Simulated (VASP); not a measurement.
# SiO2 (P-3m1) in VASP: further runs

The runs below take SiO2 through single point, relaxation of cell and atoms, with PBE+D3(BJ).

All numbers are computed with VASP 6.6.1; they aren't measurements. Logs are shortened: lines on timing, memory, paths and dates and some standing lists are left out, and cuts for length are marked.

## Step 1: The cell of the first run

The structure is trigonal, space group P-3m1 (No. 164). Conventional cell: a = 2.687 Å, b = 2.687 Å, c = 4.617 Å, α = 90.00°, β = 90.00°, γ = 120.00°. Within 2.4 Å of Si (site symmetry -3m) lie 6 O at 1.80 Å. Within 2.5 Å of O (site symmetry 3m) lie 3 Si at 1.80 Å and 3 O at 2.40 Å.

## Step 2: Single point, PBE+D3(BJ)

Input file INCAR:

```
PREC = Accurate
ENCUT = 520
EDIFF = 1E-7
ISMEAR = 0
SIGMA = 0.1
LREAL = F
LASPH = T
NELM = 60
ALGO = Normal
ISIF = 2
LWAVE = F
LCHARG = F
GGA = PE
IVDW = 12
NBANDS = 15
```

Input file KPOINTS:

```
regular mesh
0
Gamma
  6 6 4
```

Input file POSCAR:

```
SiO2
1.0
    2.6867707959     -0.0000000025      0.0000000000
   -1.3433853958      2.3268117646      0.0000000000
    0.0000000000      0.0000000000      4.6165059198
Si O
1 2
Direct
    0.0000000000      0.0000000000      0.5000000000
    0.3333333333      0.6666666667      0.6983712419
    0.6666666667      0.3333333333      0.3016287581
```

Potentials or basis: VASP PAW PBE potentials, release 64 (Si, O).

Started as:

```bash
> cat potpaw_PBE.64/Si/POTCAR potpaw_PBE.64/O/POTCAR > POTCAR
> mpirun -np 1 vasp_std > vasp.out
```

OUTCAR:

```text
PREC = Accurate
   ENCUT = 520
   EDIFF = 1E-7
   ISMEAR = 0
   LREAL = F
   LASPH = T
   NELM = 60
   ISIF = 2
   GGA = PE
   IVDW = 12
 IVDW          = 12

 ion  position               nearest neighbor table
   1  0.000  0.000  0.500-   2 1.80   3 1.80   2 1.80   3 1.80   3 1.80   2 1.80
   2  0.333  0.667  0.698-   1 1.80   1 1.80   1 1.80
   3  0.667  0.333  0.302-   1 1.80   1 1.80   1 1.80

  LATTYP: Found a hexagonal cell.
 ALAT       =     2.6867707959
 C/A-ratio  =     1.7182358565

  Lattice vectors:

 A1 = (   2.6867707959,  -0.0000000025,   0.0000000000)
 A2 = (  -1.3433853958,   2.3268117646,   0.0000000000)
 A3 = (   0.0000000000,   0.0000000000,   4.6165059198)

Analysis of symmetry for initial positions (statically):
=====================================================================
 Subroutine PRICEL returns:
 Original cell was already a primitive cell.

 Routine SETGRP: Setting up the symmetry group for a
 hexagonal supercell.

 Subroutine GETGRP returns: Found 12 space group operations
 (whereof 12 operations were pure point group operations)
 out of a pool of 24 trial point group operations.

The static configuration has the point symmetry D_3d.

Analysis of symmetry for dynamics (positions and initial velocities):
=====================================================================
 Subroutine PRICEL returns:
 Original cell was already a primitive cell.

 Routine SETGRP: Setting up the symmetry group for a
 hexagonal supercell.

 Subroutine GETGRP returns: Found 12 space group operations
 (whereof 12 operations were pure point group operations)
 out of a pool of 24 trial point group operations.

The dynamic configuration has the point symmetry D_3d.

 Subroutine INISYM returns: Found 12 space group operations
 (whereof 12 operations are pure point group operations),
 and found     1 'primitive' translations

----------------------------------------------------------------------------------------

                                     Primitive cell

  volume of cell :      28.8606

  direct lattice vectors                    reciprocal lattice vectors
     2.686770796 -0.000000003  0.000000000     0.372194012  0.214886312  0.000000000
    -1.343385396  2.326811765  0.000000000     0.000000000  0.429772625  0.000000000
     0.000000000  0.000000000  4.616505920     0.000000000  0.000000000  0.216614040

  length of vectors
     2.686770796  2.686770796  4.616505920     0.429772625  0.429772625  0.216614040

  position of ions in fractional coordinates (direct lattice)
     0.000000000  0.000000000  0.500000000
     0.333333333  0.666666667  0.698371242
     0.666666667  0.333333333  0.301628758

  ion indices of the primitive-cell ions
   primitive index   ion index
                 1           1
                 2           2
                 3           3

----------------------------------------------------------------------------------------

 KPOINTS: regular mesh

Automatic generation of k-mesh.
 Grid dimensions read from file:
 generate k-points for:    6    6    4

 Generating k-lattice:

  Cartesian coordinates                     Fractional coordinates (reciprocal lattice)
     0.062032335  0.035814385  0.000000000     0.166666667  0.000000000  0.000000000
     0.000000000  0.071628771  0.000000000    -0.000000000  0.166666667  0.000000000
     0.000000000  0.000000000  0.054153510     0.000000000  0.000000000  0.250000000

  Length of vectors
     0.071628771  0.071628771  0.054153510

  Shift w.r.t. Gamma in fractional coordinates (k-lattice)
     0.000000000  0.000000000  0.000000000

 Subroutine IBZKPT returns following result:
 ===========================================

 Found     24 irreducible k-points:

 Following reciprocal coordinates:
            Coordinates               Weight
  0.000000  0.000000  0.000000      1.000000
  0.166667  0.000000  0.000000      6.000000
  0.333333  0.000000  0.000000      6.000000
  0.500000 -0.000000  0.000000      3.000000
  0.166667  0.166667  0.000000      6.000000
  0.333333  0.166667  0.000000     12.000000
[... 16 lines left out ...]
  0.333333  0.166667  0.500000     12.000000
  0.333333  0.333333  0.500000      2.000000
   k-points           NKPTS =     24   k-points in BZ     NKDIM =     24   number of bands    NBANDS=     15
   number of dos      NEDOS =    301   number of ions     NIONS =      3
   total plane-waves  NPLWV =  14400
   dimension x,y,z NGX =    20 NGY =   20 NGZ =   36
   dimension x,y,z NGXF=    40 NGYF=   40 NGZF=   72
   ions per type =               1   2
   NGX,Y,Z   is equivalent  to a cutoff of  12.38, 12.38, 12.96 a.u.
   NGXF,Y,Z  is equivalent  to a cutoff of  24.75, 24.75, 25.93 a.u.
 SYSTEM =  unknown system
   PREC   = accura    normal or accurate (medium, high low for compatibility)
   ISTART =      0    job   : 0-new  1-cont  2-samecut
   ICHARG =      2    charge: 1-file 2-atom 10-const
   ISPIN  =      1    spin polarized calculation?
   LNONCOLLINEAR =      F non collinear calculations
   LSORBIT =      F    spin-orbit coupling
   LASPH  =      T    aspherical Exc in radial PAW
   ENCUT  =  520.0 eV  38.22 Ry    6.18 a.u.   5.00  5.00  8.58*2*pi/ulx,y,z
   NELM   =     60;   NELMIN=  2; NELMDL= -5     # of ELM steps
   EDIFF  = 0.1E-06   stopping-criterion for ELM
   LREAL  =      F    real-space projection
   EDIFFG = 0.1E-05   stopping-criterion for IOM
   NSW    =      0    number of steps for IOM
   IBRION =     -1    ionic relax: 0-MD 1-quasi-New 2-CG
   NFREE  =      0    steps in history (QN), initial steepest desc. (CG)
   ISIF   =      2    stress and relaxation
   ISYM   =      2    0-nonsym 1-usesym 2-fastsym
   POTIM  = 0.5000    time-step for ionic-motion
   TEBEG  =    0.0;   TEEND  =   0.0 temperature during run
   PSTRESS=    0.0 pullay stress
   NELECT =      16.0000    total number of electrons
   NUPDOWN=      -1.0000    fix difference up-down
   EMIN   =  10.00;   EMAX   =-10.00  energy-range for DOS
   EFERMI =   0.00;   METHOD = LEGACY
   ISMEAR =     0;   SIGMA  =   0.10  broadening in eV -4-tet -1-fermi 0-gaus
   EFERMI_NEDOS =   21; number of points for ismear=-14 and -15
   IALGO  =     38    algorithm
   IMIX   =      4    mixing-type and parameters
     AMIX     =   0.40;   BMIX     =  1.00
     AMIX_MAG =   1.60;   BMIX_MAG =  1.00
  volume/ion in A,a.u.               =       9.62        64.92
  Fermi-wavevector in a.u.,A,eV,Ry     =   1.344868  2.541432 24.608457  1.808671
  Thomas-Fermi vector in A             =   2.472827
   LORBIT       =      0    0 simple, 1 ext, 2 COOP (PROOUT), +10 PAW based schemes
   GGA     = PE    functional components
   LHFCALC =     F    Hartree Fock is set to
   AEXX    =    0.0000 exact exchange contribution
   IVDW    =    12    specifies the selected vdW correction
   LEPSILON=     F    determine dielectric tensor
   LRPA    =     F    only Hartree local field effects (RPA)
 non-spin polarized calculation
 Gauss-broadening in eV      SIGMA  =   0.10
  energy-cutoff  :      520.00
  volume of cell :       28.86
 maximum number of plane-waves:       813
   NGX =  9   NGY =  9   NGZ = 17

 number of electron      15.9999995 magnetization

 Free energy of the ion-electron system (eV)
  ---------------------------------------------------
  ext. energy  EPLUGINS =         0.00000000
  ---------------------------------------------------
  free energy    TOTEN  =       -22.72714648 eV

  energy without entropy =      -22.72714648  energy(sigma->0) =      -22.72714648

 E-fermi :   4.5302     XC(G=0): -10.7216

 val. band max:        4.1015667598   @ k =   0.1667   0.0000   0.0000
 cond. band min:      10.2330806711   @ k =   0.0000   0.0000   0.0000
 fundamental gap:      6.1315139113
 Fermi energy:         4.5302214137

 k-point     1 :       0.0000    0.0000    0.0000
  band No.  band energies     occupation
      1     -17.4012      2.00000
      2     -13.5053      2.00000
      3      -1.2438      2.00000
      4       1.7819      2.00000
      5       1.7819      2.00000
      6       2.8778      2.00000
      7       2.8778      2.00000
      8       3.8380      2.00000
      9      10.2331      0.00000
     10      12.3007      0.00000
     11      17.3067      0.00000
     12      17.3067      0.00000
     13      17.8096      0.00000
     14      20.6854      0.00000
     15      20.6854      0.00000

 k-point     2 :       0.1667    0.0000    0.0000
  band No.  band energies     occupation
      1     -16.9220      2.00000
      2     -13.3379      2.00000
      3      -1.0074      2.00000
      4      -0.1919      2.00000
      5       1.1868      2.00000
      6       1.5723      2.00000
      7       2.8799      2.00000
      8       4.1016      2.00000
      9      11.7318      0.00000
     10      13.5348      0.00000
     11      15.7001      0.00000
     12      18.1343      0.00000
     13      18.7517      0.00000
     14      18.8157      0.00000
     15      21.7562      0.00000

 k-point     3 :       0.3333    0.0000    0.0000
  band No.  band energies     occupation
      1     -15.6572      2.00000
      2     -13.1541      2.00000
      3      -3.0755      2.00000
      4      -1.4340      2.00000
      5       0.3406      2.00000
      6       0.9794      2.00000
      7       2.6353      2.00000
      8       3.6631      2.00000
      9      12.3883      0.00000
     10      14.0328      0.00000
     11      16.9326      0.00000
     12      17.7132      0.00000
     13      18.5879      0.00000
     14      19.3239      0.00000
     15      21.7312      0.00000
[... 343 lines left out ...]
 k-point    23 :       0.3333    0.1667    0.5000
  band No.  band energies     occupation
      1     -14.6644      2.00000
      2     -13.3140      2.00000
      3      -3.7887      2.00000
      4      -2.2535      2.00000
      5      -0.9064      2.00000
      6       1.0543      2.00000
      7       2.7214      2.00000
      8       3.4202      2.00000
      9      13.3674      0.00000
     10      15.2492      0.00000
     11      17.2644      0.00000
     12      18.2336      0.00000
     13      18.8828      0.00000
     14      20.2473      0.00000
     15      20.5075      0.00000

 k-point    24 :       0.3333    0.3333    0.5000
  band No.  band energies     occupation
      1     -13.7495      2.00000
      2     -13.7495      2.00000
      3      -3.9368      2.00000
      4      -1.9193      2.00000
      5      -1.9193      2.00000
      6      -0.3141      2.00000
      7       3.2999      2.00000
      8       3.2999      2.00000
      9      14.5038      0.00000
     10      17.3433      0.00000
     11      17.5643      0.00000
     12      17.5643      0.00000
     13      19.9490      0.00000
     14      19.9490      0.00000
     15      20.1130      0.00000

------------------------ aborting loop because EDIFF is reached ----------------------------------------

 Edisp (eV)   -0.55796

 E8    (eV) :    -0.1870

  FORCE on cell =-STRESS in cart. coord.  units (eV):
  Direction    XX          YY          ZZ          XY          YZ          ZX
  --------------------------------------------------------------------------------------
  -------------------------------------------------------------------------------------
  Total       0.13409     0.13409    -0.05364    -0.00000     0.00000     0.00000
  in kB       7.44408     7.44408    -2.97758    -0.00000     0.00000     0.00000
  external pressure =        3.97 kB  Pullay stress =        0.00 kB

 VOLUME and BASIS-vectors are now :
 -----------------------------------------------------------------------------
  energy-cutoff  :      520.00
  volume of cell :       28.86
      direct lattice vectors                 reciprocal lattice vectors
     2.686770796 -0.000000003  0.000000000     0.372194012  0.214886312  0.000000000
    -1.343385396  2.326811765  0.000000000     0.000000000  0.429772625  0.000000000
     0.000000000  0.000000000  4.616505920     0.000000000  0.000000000  0.216614040

 POSITION                                       TOTAL-FORCE (eV/Angst)
 -----------------------------------------------------------------------------------
      0.00000      0.00000      2.30825        -0.000000      0.000000     -0.000000
      0.00000      1.55121      3.22403         0.000000      0.000000      0.010201
      1.34339      0.77560      1.39247        -0.000000     -0.000000     -0.010201
 -----------------------------------------------------------------------------------
    total drift:                                0.000000     -0.000000      0.000000

  FREE ENERGIE OF THE ION-ELECTRON SYSTEM (eV)
  ---------------------------------------------------
  free  energy   TOTEN  =       -23.2851108826 eV

  energy  without entropy=      -23.2851108826  energy(sigma->0) =      -23.28511088
```

It took 13 s on 1 thread of Intel Xeon 8259CL, shared host; peak memory 0.15 GiB.

Results:

```
Free energy                : -23.2851 eV
Pressure                   : 0.4 GPa
Largest force              : 0.010 eV/Å
Band gap on the k mesh     : 6.13 eV (least direct gap 6.40 eV)
Dispersion energy per atom : -0.186 eV
```

Forces in eV/Å, atoms in the order of the input:
```
Si   0.000  0.000  0.000
O    0.000  0.000  0.010
O    0.000  0.000 -0.010
```

Levels at points of the mesh, in eV from the valence-band top:
```
           k point  band 6  band 7  band 8  band 9  band 10  band 11
(0.00, 0.00, 0.00)   -1.22   -1.22   -0.26    6.13     8.20    13.21
(0.50, 0.00, 0.00)   -2.27   -1.63   -1.19    7.71    10.24    12.29
(0.00, 0.00, 0.50)   -1.58   -1.24   -1.24    7.08     8.20    12.73
(0.50, 0.00, 0.50)   -1.74   -1.70   -1.21    7.82     9.97    12.69
```

Caveat: the k points lie up to 0.45 Å⁻¹ apart.

## Step 3: Single point, PBE+D3(BJ)

This run uses another cell than the first one, of 15.73 Å³/atom.

Input file INCAR:

```
  ALGO = Normal
  EDIFF = 1E-6
  ENCUT = 520
  GGA = PE
  ISIF = 2
  ISMEAR = 0
  IVDW = 12
  LASPH = True
  LCHARG = True
  LELF = True
  LREAL = False
  LVHAR = True
  LWAVE = False
  NBANDS = 15
  NELM = 60
  PREC = Accurate
  SIGMA = 0.1
```

Input file KPOINTS:

```
k-points
0
Gamma
  6 6 4
```

Input file POSCAR:

```
SiO2
1.0
    3.1579194900      0.0000000000      0.0000000000
   -1.5789597400      2.7348385000      0.0000000000
    0.0000000000      0.0000000000      5.4632092600
Si O
1 2
Direct
    0.0000000000      0.0000000000      0.5000000000
    0.3333333300      0.6666666700      0.7380906100
    0.6666666700      0.3333333300      0.2619093900
```

Potentials or basis: VASP PAW PBE potentials, release 64 (Si, O).

Started as:

```bash
> cat potpaw_PBE.64/Si/POTCAR potpaw_PBE.64/O/POTCAR > POTCAR
> mpirun -np 1 vasp_std > vasp.out
```

It took 17 s on 1 thread of Intel Xeon 8259CL, shared host; peak memory 0.17 GiB.

It converged, with:

| Item | Value |
| --- | --- |
| Free energy | -18.1175 eV |
| Pressure | -36.0 GPa |
| Largest force | 4.687 eV/Å |
| Band gap on the k mesh | 1.58 eV |
| Dispersion energy per atom | -0.124 eV |

Forces on the atoms (eV/Å):
```
Si   0.000  0.000  0.000
O    0.000  0.000 -4.687
O    0.000  0.000  4.687
```

Stress tensor (GPa, compression positive):
```
-32.83   0.00   0.00
  0.00 -32.83   0.00
  0.00   0.00 -42.34
```

Levels at points of the mesh, in eV from the valence-band top:
| k point | band 6 | band 7 | band 8 | band 9 | band 10 | band 11 |
| --- | --- | --- | --- | --- | --- | --- |
| (0.00, 0.00, 0.00) | -0.14 | -0.14 | 0.00 | 1.58 | 5.08 | 8.34 |
| (0.50, 0.00, 0.00) | -1.41 | -0.46 | -0.32 | 2.88 | 5.38 | 8.16 |
| (0.00, 0.00, 0.50) | -0.27 | -0.17 | -0.17 | 2.40 | 4.77 | 8.31 |
| (0.50, 0.00, 0.50) | -1.29 | -0.40 | -0.40 | 2.72 | 5.39 | 8.13 |

Caveat: the stress differs along the axes, from -42 to -33 GPa; forces of over 1 eV/Å act on the atoms, so gaps and moduli don't describe the material at rest. A k mesh can miss the band edges.

## Step 4: Single point, PBE+D3(BJ)

This run uses another cell than the first one, of 9.59 Å³/atom.

Input file INCAR:

```
SYSTEM = SiO2
PREC     = Accurate       ! precision mode
ENCUT    = 520            ! plane-wave cutoff, eV
EDIFF    = 1E-6           ! SCF threshold, eV
ISMEAR   = 0              ! smearing method
SIGMA    = 0.02           ! smearing width, eV
LREAL    = .False.        ! projectors in reciprocal space
LASPH    = .True.         ! aspherical terms in the spheres
NELM     = 60             ! most SCF steps
ALGO     = Normal         ! electronic algorithm
ISIF     = 2              ! what is computed and relaxed
LWAVE    = .False.        ! write WAVECAR
LCHARG   = .False.        ! write CHGCAR
GGA      = PE             ! functional
IVDW     = 12             ! dispersion correction
NBANDS   = 15             ! bands
```

Input file KPOINTS:

```
Automatic mesh
0
Gamma
  12 12 6
  0 0 0
```

Input file POSCAR:

```
SiO2
1.0
    2.6865491418      0.0000000000      0.0000000000
   -1.3432745709      2.3266198053      0.0000000000
    0.0000000000      0.0000000000      4.6030312395
Si O
1 2
Direct
    0.0000000000      0.0000000000      0.5000000000
    0.3333333333      0.6666666667      0.6989404799
    0.6666666667      0.3333333333      0.3010595201
```

Started as:

```bash
> cat potpaw_PBE.64/Si/POTCAR potpaw_PBE.64/O/POTCAR > POTCAR
> mpirun -np 1 vasp_std > vasp.out
```

Run time: 38 s. Hardware: 1 thread of Intel Xeon 8259CL, shared host; peak memory 0.17 GiB.

The run converged. Its results:

| Item | Value |
| --- | --- |
| Free energy | -23.2857 eV |
| Pressure | 0.5 GPa |
| Largest force | 0.011 eV/Å |
| Band gap on the k mesh | 6.13 eV (least direct gap 6.39 eV) |
| Dispersion energy per atom | -0.187 eV |

Forces on the atoms (eV/Å):
```
Si   0.000  0.000  0.000
O    0.000  0.000  0.011
O    0.000  0.000 -0.011
```

Stress tensor (GPa, compression positive):
```
 0.80  0.00  0.00
 0.00  0.80  0.00
 0.00  0.00 -0.17
```

Levels at points of the mesh, in eV from the valence-band top:
```tsv
k point	band 6	band 7	band 8	band 9	band 10	band 11
(0.00, 0.00, 0.00)	-1.23	-1.23	-0.26	6.13	8.19	13.20
(0.50, 0.00, 0.00)	-2.29	-1.63	-1.20	7.71	10.24	12.29
(0.00, 0.00, 0.50)	-1.60	-1.25	-1.25	7.08	8.19	12.78
(0.50, 0.00, 0.50)	-1.74	-1.71	-1.21	7.82	9.96	12.69
```

A k mesh can miss the band edges.

(Continued in part 2 of 2.)
